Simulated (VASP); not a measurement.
# MnS: single point with PBE

Crystal: MnS.

```
CELL_PARAMETERS angstrom
0.00000 2.47346 2.47346
2.47346 0.00000 2.47346
2.47346 2.47346 0.00000
ATOMIC_POSITIONS crystal
Mn 0.00000 0.00000 0.00000
S 0.75000 0.75000 0.75000
```

```json
{
  "Program": "VASP 6.6.1",
  "Task": "single point",
  "Functional": "PBE",
  "Potentials or basis": "VASP PAW PBE potentials, release 64 (Mn_pv, S)",
  "Cutoff": "520 eV",
  "k mesh": "9 × 9 × 9",
  "Occupations": "gaussian, width 0.012 eV",
  "Spin": "collinear spin, ferromagnetic start",
  "Starting moments": "[4.0, 0.0] μB",
  "Dipole correction": "no",
  "Further INCAR settings": "ALGO = Normal; EDIFF = 1e-07; NBANDS = 20"
}
```

```json
{
  "Pressure": "3.0 GPa",
  "Net moment": "0.23 μB per cell",
  "Site moments": "Mn +0.21; S -0.00 μB",
  "Valence electrons inside the program's atomic spheres": "Mn 12.03; S 3.75"
}
```

Levels at points of the mesh, in eV from the Fermi level:
Spin up:
| k point | band 8 | band 9 | band 10 | band 11 | band 12 | band 13 |
| --- | --- | --- | --- | --- | --- | --- |
| (0.00, 0.00, 0.00) | -0.91 | -0.91 | 3.66 | 3.66 | 3.66 | 3.78 |
Spin down:
```csv
k point,band 7,band 8,band 9,band 10,band 11,band 12
"(0.00, 0.00, 0.00)",-4.68,-0.62,-0.62,3.72,3.72,3.72
```

Run time: 3.4 min on 1 thread of Intel(R) Xeon(R) 6975P-C (Granite Rapids) (shared host), peak memory 0.19 GiB.

Caveat: the cell stands under pressure; semilocal functionals often make such compounds metallic where correlation or magnetic order opens a gap, which also shifts bond lengths. With open d or f shells a metallic result of PBE can be an artefact of self-interaction; +U or a hybrid may open a gap.
